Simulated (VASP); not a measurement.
Write the native input for VASP 6.6.1 that does the following.

- Task: single point
- Functional: PBE
- Potentials or basis: VASP PAW PBE potentials, release 64 (Ti_sv, Al)
- Cutoff: 520 eV
- k mesh: 6 × 6 × 6
- Occupations: gaussian, width 0.1 eV
- Spin: no spin polarisation
- Dipole correction: no
- Further INCAR settings: ALGO = Normal; EDIFF = 1e-06; NBANDS = 28

The structure of Ti3Al lies in POSCAR:

```
Ti3Al
1.0
    2.8640056384      1.6535344263      2.3384149072
   -2.8640056384      1.6535344263      2.3384149072
    0.0000000000     -3.3070688526      2.3384149072
Ti Al
3 1
Direct
    0.0000000000      0.0000000000      0.5000000000
    0.5000000000      0.0000000000      0.0000000000
    0.0000000000      0.5000000000      0.0000000000
    0.5000000000      0.5000000000      0.5000000000
```

One way to write it, as run:

INCAR

```
PREC = Accurate
ENCUT = 520
EDIFF = 1E-6
ISMEAR = 0
SIGMA = 0.1
LREAL = F
LASPH = T
NELM = 80
ALGO = Normal
ISIF = 2
LWAVE = F
LCHARG = F
GGA = PE
NBANDS = 28
```

KPOINTS

```
regular mesh
0
Gamma
  6 6 6
```

Potentials or basis: VASP PAW PBE potentials, release 64 (Ti_sv, Al).

The run is started by

```bash
$ cat potpaw_PBE.64/Ti_sv/POTCAR potpaw_PBE.64/Al/POTCAR > POTCAR
$ mpirun -np 1 vasp_std > vasp.out
```

Results of the run:

```yaml
Pressure: -0.1 GPa
```

Run time: 24 s on 1 thread of Intel(R) Xeon(R) 6975P-C (Granite Rapids) (shared host), peak memory 0.18 GiB.
